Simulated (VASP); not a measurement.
Runs of VASP 6.6.1 on La2Zr3O. The structure is that of space group P-6m2 (No. 187), or close to it. The cells are those of the table. 

```csv
task,cell,k mesh,cutoff (eV),gap on the mesh (eV),pressure (GPa),relaxed volume (Å³/atom),largest force (eV/Å)
relaxation of cell and atoms,"relaxed from a = 4.158, b = 4.158, c = 7.771 Å, angles 90.0, 90.0, 120.0°, 6 atoms",6 × 6 × 2,600,none,-0.1,24.49,0.01
single point,"a = 4.516, b = 4.516, c = 8.342 Å, angles 90.0, 90.0, 120.0°, 6 atoms",12 × 12 × 6,520,none,0.0,-,0.01
relaxation of cell and atoms,"relaxed from a = 4.510, b = 4.510, c = 8.330 Å, angles 90.0, 90.0, 120.0°, 6 atoms",12 × 12 × 6,600,none,0.0,24.56,-
single point,"a = 4.158, b = 4.158, c = 7.771 Å, angles 90.0, 90.0, 120.0°, 6 atoms",6 × 6 × 2,520,none,(b),-,0.48
single point,"a = 4.510, b = 4.510, c = 8.330 Å, angles 90.0, 90.0, 120.0°, 6 atoms",6 × 6 × 2,520,none,0.1,-,(a)
```

Alike in all rows: level PBE; potentials or basis VASP PAW PBE potentials, release 64 (La, Zr_sv, O); no spin polarisation; smearing gaussian 0.1 eV.

Problem. Estimate the missing entries.

Solution. (a) 0.03; (b) 19.4.

Caveats: some runs use coarse meshes; spin-orbit coupling is left out, which moves the levels of the heavy elements; the volume moved by over 15 % at a fixed basis, so the end points are rough (some runs).

A k mesh can miss the band edges, and the runs leave out spin-orbit coupling on La, Zr.

A gap of «none» marks levels without a gap at the run's occupations.
